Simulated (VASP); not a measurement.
# Zr (I4/mmm) in VASP: a series of runs

The runs below take Zr through electric field gradients, with PBEsol.

Program: VASP 6.6.1. These are calculated values, not measurements. Logs are shortened: lines on timing, memory, paths and dates and some standing lists are left out, and cuts for length are marked.

### 1 The cell of the first run

The structure is tetragonal, space group I4/mmm (No. 139). Conventional cell: a = 3.620 Å, b = 3.620 Å, c = 3.548 Å, α = 90.00°, β = 90.00°, γ = 90.00°. Within 4.1 Å of Zr (site symmetry 4/mmm) lie 14 Zr at 3.11 to 3.62 Å.

### 2 Electric field gradients, PBEsol (zz strain of -2 %)

File INCAR:

```
ALGO     = Normal         # electronic algorithm
EDIFF    = 1E-8           # SCF threshold, eV
ENCUT    = 520            # plane-wave cutoff, eV
GGA      = PS             # functional
ISIF     = 2              # what is computed and relaxed
ISMEAR   = -1             # smearing method
LASPH    = True           # aspherical terms in the spheres
LCHARG   = False          # write CHGCAR
LEFG     = True         
LREAL    = False          # projectors in reciprocal space
LWAVE    = False          # write WAVECAR
NBANDS   = 12             # bands
NELM     = 100            # most SCF steps
PREC     = Accurate       # precision mode
SIGMA    = 0.08           # smearing width, eV
```

File KPOINTS:

```
k-points
0
Gamma
  14 14 14
```

File POSCAR:

```
Zr
1.0
   -1.8100000000      1.8100000000      1.7738000000
    1.8100000000     -1.8100000000      1.7738000000
    1.8100000000      1.8100000000     -1.7738000000
Zr
1
Direct
    0.0000000000      0.0000000000      0.0000000000
```

Potentials or basis: VASP PAW PBE potentials, release 64 (Zr_sv).

Run with:

```console
$ cat potpaw_PBE.64/Zr_sv/POTCAR > POTCAR
$ mpirun -np 1 vasp_std > vasp.out
```

OUTCAR:

```text
EDIFF = 1E-8
   ENCUT = 520
   GGA = PS
   ISIF = 2
   ISMEAR = -1
   LASPH = True
   LREAL = False
   NELM = 100
   PREC = Accurate

 ion  position               nearest neighbor table
   1  0.000  0.000  0.000-

  LATTYP: Found a body centered tetragonal cell.
 ALAT       =     3.6200000000
 C/A-ratio  =     0.9800000000

  Lattice vectors:

 A1 = (  -1.8100000000,   1.8100000000,   1.7738000000)
 A2 = (   1.8100000000,  -1.8100000000,   1.7738000000)
 A3 = (   1.8100000000,   1.8100000000,  -1.7738000000)

Analysis of symmetry for initial positions (statically):
=====================================================================
 Subroutine PRICEL returns:
 Original cell was already a primitive cell.

 Routine SETGRP: Setting up the symmetry group for a
 body centered tetragonal supercell.

 Subroutine GETGRP returns: Found 16 space group operations
 (whereof 16 operations were pure point group operations)
 out of a pool of 16 trial point group operations.

The static configuration has the point symmetry D_4h.

Analysis of symmetry for dynamics (positions and initial velocities):
=====================================================================
 Subroutine PRICEL returns:
 Original cell was already a primitive cell.

 Routine SETGRP: Setting up the symmetry group for a
 body centered tetragonal supercell.

 Subroutine GETGRP returns: Found 16 space group operations
 (whereof 16 operations were pure point group operations)
 out of a pool of 16 trial point group operations.

The dynamic configuration has the point symmetry D_4h.

 Subroutine INISYM returns: Found 16 space group operations
 (whereof 16 operations are pure point group operations),
 and found     1 'primitive' translations

----------------------------------------------------------------------------------------

                                     Primitive cell

  volume of cell :      23.2446

  direct lattice vectors                    reciprocal lattice vectors
    -1.810000000  1.810000000  1.773800000     0.000000000  0.276243094  0.281880708
     1.810000000 -1.810000000  1.773800000     0.276243094  0.000000000  0.281880708
     1.810000000  1.810000000 -1.773800000     0.276243094  0.276243094  0.000000000

  length of vectors
     3.114252148  3.114252148  3.114252148     0.394673258  0.394673258  0.390666730

  position of ions in fractional coordinates (direct lattice)
     0.000000000  0.000000000  0.000000000

  ion indices of the primitive-cell ions
   primitive index   ion index
                 1           1

----------------------------------------------------------------------------------------

 KPOINTS: k-points

Automatic generation of k-mesh.
 Grid dimensions read from file:
 generate k-points for:   14   14   14

 Generating k-lattice:

  Cartesian coordinates                     Fractional coordinates (reciprocal lattice)
     0.000000000  0.019731650  0.020134336     0.071428571  0.000000000  0.000000000
     0.019731650  0.000000000  0.020134336     0.000000000  0.071428571  0.000000000
     0.019731650  0.019731650  0.000000000     0.000000000  0.000000000  0.071428571

  Length of vectors
     0.028190947  0.028190947  0.027904766

  Shift w.r.t. Gamma in fractional coordinates (k-lattice)
     0.000000000  0.000000000  0.000000000

 Subroutine IBZKPT returns following result:
 ===========================================

 Found    244 irreducible k-points:

 Following reciprocal coordinates:
            Coordinates               Weight
  0.000000  0.000000  0.000000      1.000000
  0.071429 -0.000000  0.000000      8.000000
  0.142857 -0.000000  0.000000      8.000000
  0.214286  0.000000 -0.000000      8.000000
  0.285714  0.000000  0.000000      8.000000
  0.357143  0.000000  0.000000      8.000000
[... 16 lines left out ...]
  0.214286  0.142857 -0.000000     16.000000
  0.285714  0.142857  0.000000     16.000000
 [... further k-points ...]
   k-points           NKPTS =    244   k-points in BZ     NKDIM =    244   number of bands    NBANDS=     12
   number of dos      NEDOS =    301   number of ions     NIONS =      1
   total plane-waves  NPLWV =  13824
   dimension x,y,z NGX =    24 NGY =   24 NGZ =   24
   dimension x,y,z NGXF=    48 NGYF=   48 NGZF=   48
   ions per type =               1
   NGX,Y,Z   is equivalent  to a cutoff of  12.81, 12.81, 12.81 a.u.
   NGXF,Y,Z  is equivalent  to a cutoff of  25.62, 25.62, 25.62 a.u.
 SYSTEM =  unknown system
   PREC   = accura    normal or accurate (medium, high low for compatibility)
   ISTART =      0    job   : 0-new  1-cont  2-samecut
   ICHARG =      2    charge: 1-file 2-atom 10-const
   ISPIN  =      1    spin polarized calculation?
   LNONCOLLINEAR =      F non collinear calculations
   LSORBIT =      F    spin-orbit coupling
   LASPH  =      T    aspherical Exc in radial PAW
   ENCUT  =  520.0 eV  38.22 Ry    6.18 a.u.   5.79  5.79  5.79*2*pi/ulx,y,z
   NELM   =    100;   NELMIN=  2; NELMDL= -5     # of ELM steps
   EDIFF  = 0.1E-07   stopping-criterion for ELM
   LREAL  =      F    real-space projection
   EDIFFG = 0.1E-06   stopping-criterion for IOM
   NSW    =      0    number of steps for IOM
   IBRION =     -1    ionic relax: 0-MD 1-quasi-New 2-CG
   NFREE  =      0    steps in history (QN), initial steepest desc. (CG)
   ISIF   =      2    stress and relaxation
   ISYM   =      2    0-nonsym 1-usesym 2-fastsym
   POTIM  = 0.5000    time-step for ionic-motion
   TEBEG  =    0.0;   TEEND  =   0.0 temperature during run
   PSTRESS=    0.0 pullay stress
   NELECT =      12.0000    total number of electrons
   NUPDOWN=      -1.0000    fix difference up-down
   EMIN   =  10.00;   EMAX   =-10.00  energy-range for DOS
   EFERMI =   0.00;   METHOD = LEGACY
   ISMEAR =    -1;   SIGMA  =   0.08  broadening in eV -4-tet -1-fermi 0-gaus
   EFERMI_NEDOS =   21; number of points for ismear=-14 and -15
   IALGO  =     38    algorithm
   IMIX   =      4    mixing-type and parameters
     AMIX     =   0.40;   BMIX     =  1.00
     AMIX_MAG =   1.60;   BMIX_MAG =  1.00
  volume/ion in A,a.u.               =      23.24       156.86
  Fermi-wavevector in a.u.,A,eV,Ry     =   1.313292  2.481762 23.466458  1.724736
  Thomas-Fermi vector in A             =   2.443625
   LORBIT       =      0    0 simple, 1 ext, 2 COOP (PROOUT), +10 PAW based schemes
   GGA     = PS    functional components
   LHFCALC =     F    Hartree Fock is set to
   AEXX    =    0.0000 exact exchange contribution
   IVDW    =     0    specifies the selected vdW correction
   LEPSILON=     F    determine dielectric tensor
   LRPA    =     F    only Hartree local field effects (RPA)
 non-spin polarized calculation
  energy-cutoff  :      520.00
  volume of cell :       23.24
 maximum number of plane-waves:       646
   NGX = 11   NGY = 11   NGZ = 11

 number of electron      12.0000000 magnetization

 Free energy of the ion-electron system (eV)
  ---------------------------------------------------
  ext. energy  EPLUGINS =         0.00000000
  ---------------------------------------------------
  free energy    TOTEN  =        -9.01088558 eV

  energy without entropy =       -8.97115162  energy(sigma->0) =       -8.99101860

 E-fermi :   8.5971     XC(G=0): -11.2045

 val. band max:        8.5807918233   @ k =  -0.2857  -0.4286   0.1429
 cond. band min:       8.6045725472   @ k =  -0.4286   0.2143   0.0000
 fundamental gap:      0.0237807240
 Fermi energy:         8.5971268597

 k-point     1 :       0.0000    0.0000    0.0000
  band No.  band energies     occupation
      1     -39.7903      2.00000
      2     -17.3215      2.00000
      3     -17.3215      2.00000
      4     -17.3193      2.00000
      5       3.2114      2.00000
      6       9.5847      0.00001
      7       9.7847      0.00000
      8       9.7847      0.00000
      9      12.0667      0.00000
     10      12.3378      0.00000
     11      20.8966      0.00000
     12      20.8966      0.00000

 k-point     2 :       0.0714   -0.0000    0.0000
  band No.  band energies     occupation
      1     -39.7827      2.00000
      2     -17.3724      2.00000
      3     -17.3376      2.00000
      4     -17.3211      2.00000
      5       3.3871      2.00000
      6       9.5377      0.00002
      7       9.7410      0.00000
      8       9.8818      0.00000
      9      12.0031      0.00000
     10      12.2255      0.00000
     11      21.1443      0.00000
     12      21.2158      0.00000

 k-point     3 :       0.1429   -0.0000    0.0000
  band No.  band energies     occupation
      1     -39.7615      2.00000
      2     -17.5159      2.00000
      3     -17.3825      2.00000
      4     -17.3230      2.00000
      5       3.8828      2.00000
      6       9.2487      0.00058
      7       9.5496      0.00001
      8      10.3589      0.00000
      9      11.7884      0.00000
     10      12.1798      0.00000
     11      21.4975      0.00000
     12      22.1219      0.00000
[... 286 lines left out ...]
 k-point    23 :       0.2143    0.1429   -0.0000
  band No.  band energies     occupation
      1     -39.6829      2.00000
      2     -17.9722      2.00000
      3     -17.5362      2.00000
      4     -17.3871      2.00000
      5       5.7353      2.00000
      6       8.3978      1.84702
      7       8.6328      0.78037
      8      11.5435      0.00000
      9      12.8151      0.00000
     10      12.8347      0.00000
     11      20.9015      0.00000
     12      21.8702      0.00000

 k-point    24 :       0.2857    0.1429    0.0000
  band No.  band energies     occupation
      1     -39.6548      2.00000
      2     -18.1130      2.00000
      3     -17.6194      2.00000
      4     -17.3936      2.00000
      5       6.1874      2.00000
      6       8.1255      1.99451
      7       8.7809      0.18273
      8      11.7895      0.00000
      9      12.9913      0.00000
     10      14.0368      0.00000
     11      19.7508      0.00000
     12      20.7205      0.00000

 [... further k-points ...]

------------------------ aborting loop because EDIFF is reached ----------------------------------------

  FORCE on cell =-STRESS in cart. coord.  units (eV):
  Direction    XX          YY          ZZ          XY          YZ          ZX
  --------------------------------------------------------------------------------------
  -------------------------------------------------------------------------------------
  Total       -0.7371539     -0.7371539     -0.7677493      0.0000000      0.0000000     -0.0000000
  in kB      -50.8097372    -50.8097372    -52.9185833      0.0000000      0.0000000     -0.0000000
  external PRESSURE =     -51.5126859 kB  Pullay stress =       0.0000000 kB

 VOLUME and BASIS-vectors are now :
 -----------------------------------------------------------------------------
  energy-cutoff  :      520.00
  volume of cell :       23.24
      direct lattice vectors                 reciprocal lattice vectors
    -1.810000000  1.810000000  1.773800000     0.000000000  0.276243094  0.281880708
     1.810000000 -1.810000000  1.773800000     0.276243094  0.000000000  0.281880708
     1.810000000  1.810000000 -1.773800000     0.276243094  0.276243094  0.000000000

 POSITION                                       TOTAL-FORCE (eV/Angst)
 -----------------------------------------------------------------------------------
      0.00000      0.00000      0.00000        -0.000000      0.000000     -0.000000
 -----------------------------------------------------------------------------------
    total drift:                               -0.000000      0.000000      0.000000

  FREE ENERGIE OF THE ION-ELECTRON SYSTEM (eV)
  ---------------------------------------------------
  free  energy   TOTEN  =        -9.0108855792 eV

  energy  without entropy=       -8.9711516214  energy(sigma->0) =       -8.99101860

 Electric field gradients (V/A^2)
---------------------------------------------------------------------
 ion       V_xx      V_yy      V_zz      V_xy      V_xz      V_yz
---------------------------------------------------------------------
   1      -0.939    -0.939     1.879    -0.000    -0.000    -0.000
---------------------------------------------------------------------

 Electric field gradients after diagonalization (V/A^2)
 (convention: |V_zz| > |V_xx| > |V_yy|)
----------------------------------------------------------------------
 ion       V_xx      V_yy      V_zz     asymmetry (V_yy - V_xx)/ V_zz
----------------------------------------------------------------------
   1      -0.939    -0.939     1.879       0.000
----------------------------------------------------------------------

           NMR quadrupolar parameters

 Cq : quadrupolar parameter    Cq=e*Q*V_zz/h
 eta: asymmetry parameters     (V_yy - V_xx)/ V_zz
 Q  : nuclear electric quadrupole moment in mb (millibarn)
----------------------------------------------------------------------
 ion       Cq(MHz)       eta       Q (mb)
----------------------------------------------------------------------
   1       0.005       0.000       1.000
----------------------------------------------------------------------
```

Run time: 46 s. Hardware: 1 thread of AMD EPYC 7R13 (Zen 3), shared host; peak memory 0.16 GiB.

What came out:

```yaml
Free_energy: -9.0109 eV
Pressure: -5.2 GPa
Band_gap_on_the_k_mesh: zero (band 6 reaches 9.71 eV, above the bottom of band 7 at 8.01 eV)
```

Stress tensor (GPa, compression positive):
```
-5.08  0.00  0.00
 0.00 -5.08  0.00
 0.00  0.00 -5.29
```

Levels at points of the mesh, in eV from the Fermi level:
```tsv
k point	band 3	band 4	band 5	band 6	band 7	band 8	band 9	band 10
(0.00, 0.00, 0.00)	-25.92	-25.92	-5.39	0.99	1.19	1.19	3.47	3.74
(0.50, 0.00, 0.00)	-26.23	-25.93	-2.79	-0.74	1.65	3.65	4.34	6.36
(0.50, 0.50, 0.00)	-26.22	-25.92	-2.79	-0.53	1.53	3.42	4.19	6.32
(0.50, 0.50, 0.50)	-26.60	-26.56	-2.56	-2.51	5.65	5.65	5.71	7.25
```

Electric field gradients, principal values (V/Å²):
```csv
atom,least,middle,greatest (by size)
1 Zr,-0.939,-0.939,1.879
```

Caveat: the cell differs from its parent crystal (zz strain of -2 %); without QUAD_EFG the Cq values of the log hold for a quadrupole moment of 1 mb, not for the nuclei; the PAW data sets were made with another functional, which shifts forces and pressure a little.

[end of part 1 of 2]
